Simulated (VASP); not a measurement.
Runs of VASP 6.6.1 on Si. The structure is that of space group Imma (No. 74), or close to it. The cells are those of the table. 

| task | cell | gap on the mesh (eV) | pressure (GPa) | largest force (eV/Å) |
| --- | --- | --- | --- | --- |
| electric field gradients | a = 3.537, b = 3.539, c = 3.511 Å, angles 100.6, 95.5, 137.7°, 2 atoms | none | 15.7 | 0.07 |
| single point | a = 3.493, b = 3.492, c = 3.506 Å, angles 99.9, 94.8, 137.2°, 2 atoms | none | 15.7 | 0.04 |
| electric field gradients | a = 3.576 Å, angles 100.2, 95.0, 137.4°, 2 atoms | none | (a) | 0.05 |
| electric field gradients | a = 3.463, b = 3.461, c = 3.503 Å, angles 99.4, 94.3, 136.8°, 2 atoms | none | 15.7 | 0.10 |
| electric field gradients | a = 3.531 Å, angles 100.2, 95.0, 137.4°, 2 atoms | none | 12.4 | 0.02 |
| electric field gradients | a = 3.496 Å, angles 100.2, 95.0, 137.4°, 2 atoms | none | 17.4 | 0.01 |
| single point | a = 3.522, b = 3.523, c = 3.509 Å, angles 100.4, 95.3, 137.6°, 2 atoms | none | 15.7 | 0.03 |

Alike in all rows: level PBE; potentials or basis VASP PAW PBE potentials, release 64 (Si); no spin polarisation; k mesh 16 × 16 × 16; cutoff (eV) 520; smearing fermi-dirac 0.05 eV.

Fill in the values left out.

(a) 6.6.

Caveats: the cell stands under pressure.

A gap of «none» marks levels without a gap at the run's occupations.
